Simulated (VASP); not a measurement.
# Si2Ni in VASP: single point with PBEsol

Aim: the single point of Si2Ni with PBEsol.

Program: VASP 6.6.1. These are calculated values, not measurements. Logs are shortened: lines on timing, memory, paths and dates and some standing lists are left out, and cuts for length are marked.

## 1. The cell of the first run

The typed cell holds 3 atoms: a = 3.810 Å, b = 3.810 Å, c = 3.810 Å, α = 59.99°, β = 60.00°, γ = 60.01°.

## 2. Single point, PBEsol

Contents of INCAR:

```
SYSTEM = Si2Ni
ALGO     = Normal         ! electronic algorithm
EDIFF    = 1E-6           ! SCF threshold, eV
ENCUT    = 520            ! plane-wave cutoff, eV
GGA      = PS             ! functional
ISIF     = 2              ! what is computed and relaxed
ISMEAR   = 0              ! smearing method
LASPH    = .True.         ! aspherical terms in the spheres
LCHARG   = .False.        ! write CHGCAR
LREAL    = .False.        ! projectors in reciprocal space
LWAVE    = .False.        ! write WAVECAR
NBANDS   = 16             ! bands
NELM     = 60             ! most SCF steps
PREC     = Accurate       ! precision mode
SIGMA    = 0.15           ! smearing width, eV
```

Contents of KPOINTS:

```
k-points
0
Gamma
  12 12 12
  0 0 0
```

Contents of POSCAR:

```
Si2Ni
1.0
   -0.0000821122      2.6940486017      2.6938190320
    2.6947871849     -0.0000857349      2.6938374235
    2.6947895845      2.6940669542     -0.0000698432
Si Ni
2 1
Direct
    0.2500015827      0.2500049712      0.2500057027
    0.7499966223      0.7499945856      0.7499965136
    0.0000017950      0.0000004433     -0.0000022164
```

Potentials or basis: VASP PAW PBE potentials, release 64 (Si, Ni).

Run with:

```console
> cat potpaw_PBE.64/Si/POTCAR potpaw_PBE.64/Ni/POTCAR > POTCAR
> mpirun -np 1 vasp_std > vasp.out
```

OUTCAR:

```text
SYSTEM = Si2Ni
   EDIFF = 1E-6
   ENCUT = 520
   GGA = PS
   ISIF = 2
   ISMEAR = 0
   LASPH = .True.
   LREAL = .False.
   NELM = 60
   PREC = Accurate

 ion  position               nearest neighbor table
   1  0.250  0.250  0.250-   3 2.33   3 2.33   3 2.33   3 2.33   2 2.69   2 2.69   2 2.69   2 2.69
                             2 2.69   2 2.69
   2  0.750  0.750  0.750-   3 2.33   3 2.33   3 2.33   3 2.33   1 2.69   1 2.69   1 2.69   1 2.69
                             1 2.69   1 2.69
   3  0.000  0.000  1.000-   1 2.33   2 2.33   2 2.33   1 2.33   2 2.33   1 2.33   1 2.33   2 2.33

  LATTYP: Found a triclinic cell.
 ALAT       =    10.0799647811
 B/A-ratio  =     0.3779574460
 C/A-ratio  =     0.5346902494
 COS(alpha) =     0.0000371437
 COS(beta)  =     0.2673799454
 COS(gamma) =     0.9448868846

  Lattice vectors:

 A1 = (  -2.6950359211,   5.3880788509,   8.0815269392)
 A2 = (  -0.0000821122,   2.6940486017,   2.6938190320)
 A3 = (  -5.3896588816,   0.0000673824,   0.0000514517)

Analysis of symmetry for initial positions (statically):
=====================================================================
 Subroutine PRICEL returns:
 Original cell was already a primitive cell.

 Routine SETGRP: Setting up the symmetry group for a
 triclinic supercell.

 Subroutine GETGRP returns: Found  1 space group operations
 (whereof  1 operations were pure point group operations)
 out of a pool of  2 trial point group operations.

The static configuration has the point symmetry C_1 .

Analysis of symmetry for dynamics (positions and initial velocities):
=====================================================================
 Subroutine PRICEL returns:
 Original cell was already a primitive cell.

 Routine SETGRP: Setting up the symmetry group for a
 triclinic supercell.

 Subroutine GETGRP returns: Found  1 space group operations
 (whereof  1 operations were pure point group operations)
 out of a pool of  2 trial point group operations.

The dynamic configuration has the point symmetry C_1 .

 Subroutine INISYM returns: Found  1 space group operations
 (whereof  1 operations are pure point group operations),
 and found     1 'primitive' translations

----------------------------------------------------------------------------------------

                                     Primitive cell

  volume of cell :      39.1157

  direct lattice vectors                    reciprocal lattice vectors
    -0.000082112  2.694048602  2.693819032    -0.185536407  0.185590985  0.185607728
     2.694787185 -0.000085735  2.693837424     0.185539951 -0.185584907  0.185606378
     2.694789585  2.694066954 -0.000069843     0.185541048  0.185590396 -0.185600557

  length of vectors
     3.809797744  3.810333062  3.810497036     0.321431176  0.321428932  0.321429374

  position of ions in fractional coordinates (direct lattice)
     0.250001583  0.250004971  0.250005703
     0.749996622  0.749994586  0.749996514
     0.000001795  0.000000443  0.999997784

  ion indices of the primitive-cell ions
   primitive index   ion index
                 1           1
                 2           2
                 3           3

----------------------------------------------------------------------------------------

 KPOINTS: k-points

Automatic generation of k-mesh.
 Grid dimensions read from file:
 generate k-points for:   12   12   12

 Generating k-lattice:

  Cartesian coordinates                     Fractional coordinates (reciprocal lattice)
    -0.015461367  0.015465915  0.015467311     0.083333333  0.000000000  0.000000000
     0.015461663 -0.015465409  0.015467198     0.000000000  0.083333333  0.000000000
     0.015461754  0.015465866 -0.015466713     0.000000000  0.000000000  0.083333333

  Length of vectors
     0.026785931  0.026785744  0.026785781

  Shift w.r.t. Gamma in fractional coordinates (k-lattice)
     0.000000000  0.000000000  0.000000000

 Subroutine IBZKPT returns following result:
 ===========================================

 Found    868 irreducible k-points:

 Following reciprocal coordinates:
            Coordinates               Weight
  0.000000  0.000000  0.000000      1.000000
  0.083333  0.000000  0.000000      2.000000
  0.166667  0.000000  0.000000      2.000000
  0.250000  0.000000 -0.000000      2.000000
  0.333333  0.000000  0.000000      2.000000
  0.416667  0.000000 -0.000000      2.000000
[... 16 lines left out ...]
  0.250000  0.166667 -0.000000      2.000000
  0.333333  0.166667  0.000000      2.000000
 [... further k-points ...]
   k-points           NKPTS =    868   k-points in BZ     NKDIM =    868   number of bands    NBANDS=     16
   number of dos      NEDOS =    301   number of ions     NIONS =      3
   total plane-waves  NPLWV =  21952
   dimension x,y,z NGX =    28 NGY =   28 NGZ =   28
   dimension x,y,z NGXF=    56 NGYF=   56 NGZF=   56
   ions per type =               2   1
   NGX,Y,Z   is equivalent  to a cutoff of  12.22, 12.22, 12.22 a.u.
   NGXF,Y,Z  is equivalent  to a cutoff of  24.44, 24.43, 24.43 a.u.
 SYSTEM =  Si2Ni
   PREC   = accura    normal or accurate (medium, high low for compatibility)
   ISTART =      0    job   : 0-new  1-cont  2-samecut
   ICHARG =      2    charge: 1-file 2-atom 10-const
   ISPIN  =      1    spin polarized calculation?
   LNONCOLLINEAR =      F non collinear calculations
   LSORBIT =      F    spin-orbit coupling
   LASPH  =      T    aspherical Exc in radial PAW
   ENCUT  =  520.0 eV  38.22 Ry    6.18 a.u.   7.08  7.08  7.08*2*pi/ulx,y,z
   NELM   =     60;   NELMIN=  2; NELMDL= -5     # of ELM steps
   EDIFF  = 0.1E-05   stopping-criterion for ELM
   LREAL  =      F    real-space projection
   EDIFFG = 0.1E-04   stopping-criterion for IOM
   NSW    =      0    number of steps for IOM
   IBRION =     -1    ionic relax: 0-MD 1-quasi-New 2-CG
   NFREE  =      0    steps in history (QN), initial steepest desc. (CG)
   ISIF   =      2    stress and relaxation
   ISYM   =      2    0-nonsym 1-usesym 2-fastsym
   POTIM  = 0.5000    time-step for ionic-motion
   TEBEG  =    0.0;   TEEND  =   0.0 temperature during run
   PSTRESS=    0.0 pullay stress
   NELECT =      18.0000    total number of electrons
   NUPDOWN=      -1.0000    fix difference up-down
   EMIN   =  10.00;   EMAX   =-10.00  energy-range for DOS
   EFERMI =   0.00;   METHOD = LEGACY
   ISMEAR =     0;   SIGMA  =   0.15  broadening in eV -4-tet -1-fermi 0-gaus
   EFERMI_NEDOS =   21; number of points for ismear=-14 and -15
   IALGO  =     38    algorithm
   IMIX   =      4    mixing-type and parameters
     AMIX     =   0.40;   BMIX     =  1.00
     AMIX_MAG =   1.60;   BMIX_MAG =  1.00
  volume/ion in A,a.u.               =      13.04        87.99
  Fermi-wavevector in a.u.,A,eV,Ry     =   1.263908  2.388440 21.734809  1.597463
  Thomas-Fermi vector in A             =   2.397241
   LORBIT       =      0    0 simple, 1 ext, 2 COOP (PROOUT), +10 PAW based schemes
   GGA     = PS    functional components
   LHFCALC =     F    Hartree Fock is set to
   AEXX    =    0.0000 exact exchange contribution
   IVDW    =     0    specifies the selected vdW correction
   LEPSILON=     F    determine dielectric tensor
   LRPA    =     F    only Hartree local field effects (RPA)
 non-spin polarized calculation
 Gauss-broadening in eV      SIGMA  =   0.15
  energy-cutoff  :      520.00
  volume of cell :       39.12
 maximum number of plane-waves:      1067
   NGX = 15   NGY = 15   NGZ = 15

 number of electron      17.9999995 magnetization

 Free energy of the ion-electron system (eV)
  ---------------------------------------------------
  ext. energy  EPLUGINS =         0.00000000
  ---------------------------------------------------
  free energy    TOTEN  =       -18.98491528 eV

  energy without entropy =      -18.97449325  energy(sigma->0) =      -18.97970426

 E-fermi :  10.4977     XC(G=0): -11.7430

 val. band max:       10.4810515653   @ k =   0.0000  -0.4167   0.4167
 cond. band min:      10.5024900791   @ k =   0.4167   0.3333   0.0833
 fundamental gap:      0.0214385138
 Fermi energy:        10.4977325332

 k-point     1 :       0.0000    0.0000    0.0000
  band No.  band energies     occupation
      1      -3.4404      2.00000
      2       5.2232      2.00000
      3       5.2236      2.00000
      4       5.2245      2.00000
      5       6.9278      2.00000
      6       6.9287      2.00000
[... 8 lines left out ...]
     15      15.2376      0.00000
     16      15.2406      0.00000

 k-point     2 :       0.0833    0.0000    0.0000
  band No.  band energies     occupation
      1      -3.3366      2.00000
      2       5.0190      2.00000
      3       5.2564      2.00000
      4       5.2572      2.00000
      5       6.9080      2.00000
      6       6.9090      2.00000
[... 8 lines left out ...]
     15      14.8445      0.00000
     16      15.0443      0.00000

 k-point     3 :       0.1667    0.0000    0.0000
  band No.  band energies     occupation
      1      -3.0267      2.00000
      2       4.4400      2.00000
      3       5.3468      2.00000
      4       5.3474      2.00000
      5       6.8658      2.00000
      6       6.8666      2.00000
[... 8 lines left out ...]
     15      14.9086      0.00000
     16      15.4532      0.00000

 k-point     4 :       0.2500    0.0000   -0.0000
  band No.  band energies     occupation
      1      -2.5164      2.00000
      2       3.5553      2.00000
      3       5.4663      2.00000
      4       5.4666      2.00000
      5       6.8471      2.00000
      6       6.8478      2.00000
[... 8 lines left out ...]
     15      15.9423      0.00000
     16      16.6791      0.00000
[... 324 lines left out ...]
 k-point    22 :       0.1667    0.1667    0.0000
  band No.  band energies     occupation
      1      -2.8887      2.00000
      2       4.5467      2.00000
      3       5.2830      2.00000
      4       5.2841      2.00000
      5       6.5583      2.00000
      6       7.0280      2.00000
[... 8 lines left out ...]
     15      16.3179      0.00000
     16      16.3217      0.00000

 k-point    23 :       0.2500    0.1667   -0.0000
  band No.  band energies     occupation
      1      -2.5141      2.00000
      2       4.0840      2.00000
      3       5.3449      2.00000
      4       5.3670      2.00000
      5       6.3512      2.00000
      6       7.0673      2.00000
[... 8 lines left out ...]
     15      17.3215      0.00000
     16      17.4390      0.00000

 k-point    24 :       0.3333    0.1667    0.0000
  band No.  band energies     occupation
      1      -1.9442      2.00000
      2       3.2995      2.00000
      3       5.4325      2.00000
      4       5.4467      2.00000
      5       6.2072      2.00000
      6       7.1117      2.00000
[... 8 lines left out ...]
     15      18.5567      0.00000
     16      18.8174      0.00000

 [... further k-points ...]

------------------------ aborting loop because EDIFF is reached ----------------------------------------

  FORCE on cell =-STRESS in cart. coord.  units (eV):
  Direction    XX          YY          ZZ          XY          YZ          ZX
  --------------------------------------------------------------------------------------
  -------------------------------------------------------------------------------------
  Total        0.0176914      0.0216504      0.0229457      0.0004766      0.0006325      0.0004414
  in kB        0.7246404      0.8867995      0.9398544      0.0195209      0.0259084      0.0180779
  external PRESSURE =       0.8504314 kB  Pullay stress =       0.0000000 kB

 VOLUME and BASIS-vectors are now :
 -----------------------------------------------------------------------------
  energy-cutoff  :      520.00
  volume of cell :       39.12
      direct lattice vectors                 reciprocal lattice vectors
    -0.000082112  2.694048602  2.693819032    -0.185536407  0.185590985  0.185607728
     2.694787185 -0.000085735  2.693837424     0.185539951 -0.185584907  0.185606378
     2.694789585  2.694066954 -0.000069843     0.185541048  0.185590396 -0.185600557

 POSITION                                       TOTAL-FORCE (eV/Angst)
 -----------------------------------------------------------------------------------
      1.34740      1.34703      1.34691        -0.000061     -0.000031      0.000021
      4.04210      4.04100      4.04067        -0.000012      0.000014      0.000071
      2.69478      2.69407     -0.00006         0.000073      0.000017     -0.000092
 -----------------------------------------------------------------------------------
    total drift:                               -0.000000     -0.000000      0.000000

  FREE ENERGIE OF THE ION-ELECTRON SYSTEM (eV)
  ---------------------------------------------------
  free  energy   TOTEN  =       -18.9849152817 eV

  energy  without entropy=      -18.9744932480  energy(sigma->0) =      -18.97970426
```

Wall time 6.2 min (1 thread of Intel Xeon 8259CL, shared host); peak memory 0.59 GiB.

Results:

```
Free energy            : -18.9849 eV
Pressure               : 0.1 GPa
Band gap on the k mesh : zero (bands 9 and 10 overlap by 2.14 eV)
```

Caveat: the PAW data sets were made with another functional, which shifts forces and pressure a little.

The gap in the log of VASP goes by the Fermi energy; the results here count the filled bands.